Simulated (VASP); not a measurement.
C, 1 atom in the cell. The structure is cubic, space group Fm-3m (No. 225). Conventional cell: a = 2.864 Å, b = 2.864 Å, c = 2.864 Å, α = 90.00°, β = 90.00°, γ = 90.00°. C (site symmetry m-3m) has 12 C at 2.02 Å within 2.7 Å. 

- Program: VASP 6.6.1
- Task: relaxation of cell and atoms
- Functional: PBE
- Potentials or basis: VASP PAW PBE potentials, release 64 (C)
- Cutoff: 600 eV
- k mesh: 24 × 24 × 24
- Occupations: fermi-dirac, width 0.08 eV
- Spin: no spin polarisation
- Target pressure: 49 GPa
- Dipole correction: no
- Further INCAR settings: ALGO = Normal; EDIFF = 1e-07; IBRION = 2; EDIFFG = -0.005; NSW = 60; ISIF = 3

Potentials or basis: VASP PAW PBE potentials, release 64 (C).

Launch:

```console
$ cat potpaw_PBE.64/C/POTCAR > POTCAR
$ mpirun -np 1 vasp_std > vasp.out
```

Hardware: 1 thread of AMD EPYC 7R13, with other jobs on the host.

Q: Estimate the wall time of this run.

A: It took 18 s on 1 thread of AMD EPYC 7R13, with other jobs on the host, peak memory 0.09 GiB. Counts: scf iterations 14, k points 413, ion steps 2.
